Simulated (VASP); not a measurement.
Here is a VASP 6.6.1 calculation.

Contents of INCAR:

```
SYSTEM = C19O
  PREC = Accurate
  ENCUT = 1000
  EDIFF = 1E-6
  ISMEAR = 0
  SIGMA = 0.05
  LREAL = Auto
  LASPH = .True.
  NELM = 120
  ALGO = Normal
  ISIF = 2
  LWAVE = .False.
  LCHARG = .False.
  GGA = CA
  NBANDS = 57
  GGA_COMPAT = .False.
  NELMDL = -8
```

Contents of KPOINTS:

```
Automatic mesh
0
Gamma
  2 2 1
  0 0 0
```

Contents of POSCAR:

```
C19O
1.0
    7.3980000000      0.0000000000      0.0000000000
   -3.6990000000      6.4068560000      0.0000000000
    0.0000000000      0.0000000000     12.0000000000
C O
19 1
Direct
    0.0061455433      0.0052832466      0.0731309167
    0.2272297359      0.1158128105      0.0730207500
    0.0063830326      0.3366295419      0.0730875000
    0.2270212783      0.4469903803      0.0730780833
    0.0042146221      0.6698023180      0.0730435000
    0.2291873231      0.7822684012      0.0728773333
    0.3397293404      0.0033610869      0.0728348333
    0.5604203250      0.1136546537      0.0729613333
    0.3375812463      0.3364890673      0.0730958333
    0.5625499179      0.4489827772      0.0730889167
    0.3395724891      0.6719806095      0.0730004167
    0.5606057049      0.7825482577      0.0729767500
    0.6708847474      0.0030971509      0.0729651667
    0.8958053551      0.1155907047      0.0730859167
    0.6728349739      0.3386110130      0.0730650833
    0.8939040101      0.4491221591      0.0731009167
    0.6730341990      0.6700267651      0.0730855000
    0.8936609713      0.7803192393      0.0731291667
    0.3999031827      0.8993027157      0.3084051667
    0.2826552445      0.9104267366      0.3637374167
```

Potentials or basis: VASP PAW LDA potentials, release 64 (C_h, O_h).

The run is started by

```bash
$ cat potpaw_LDA.64/C_h/POTCAR potpaw_LDA.64/O_h/POTCAR > POTCAR
$ mpirun -np 1 vasp_std > vasp.out
```

(1) What does it give for the largest force?

(2) What does it give for the band gap on the k mesh?

Answers

(1) 0.209 eV/Å.

(2) 0.23 eV.

Caveat: the k points lie up to 0.49 Å⁻¹ apart; there is no dipole correction, which matters where the two faces differ.
